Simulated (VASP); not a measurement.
The system is BN.

```xyz
2
Lattice="0.0000 1.8048 1.8048 1.8048 0.0000 1.8048 1.8048 1.8048 0.0000" Properties=species:S:1:pos:R:3 pbc="T T T"
B     0.0000    0.0000    0.0000
N     0.9024    0.9024    0.9024
```

Base run:

* Program: VASP 6.6.1
* Functional: PBE0
* Potentials or basis: VASP PAW PBE potentials, release 64 (B, N)
* Cutoff: 520 eV
* k mesh: 8 × 8 × 8
* Occupations: gaussian, width 0.01 eV
* Spin: no spin polarisation

Its results: band gap on the k mesh 6.55 eV, indirect (least direct gap 11.35 eV); pressure -3.9 GPa.

**Question.** After a change of settings the same cell gave: band gap on the k mesh 4.46 eV, indirect (least direct gap 8.84 eV); pressure 5.1 GPa. Which change was it?
A. functional from PBE0 to r2SCAN; k mesh from 8 × 8 × 8 to 12 × 12 × 12
B. functional from PBE0 to HSE06; further incar settings from ALGO = Normal; EDIFF = 1e-07; NBANDS = 11 to ALGO = Normal; EDIFF = 1e-06; NBANDS = 11
C. functional from PBE0 to PBE; k mesh from 8 × 8 × 8 to 6 × 6 × 6

**Answer.** C.

Caveats: some runs use coarse meshes; the PAW data sets were made with another functional, which shifts forces and pressure a little (some runs).
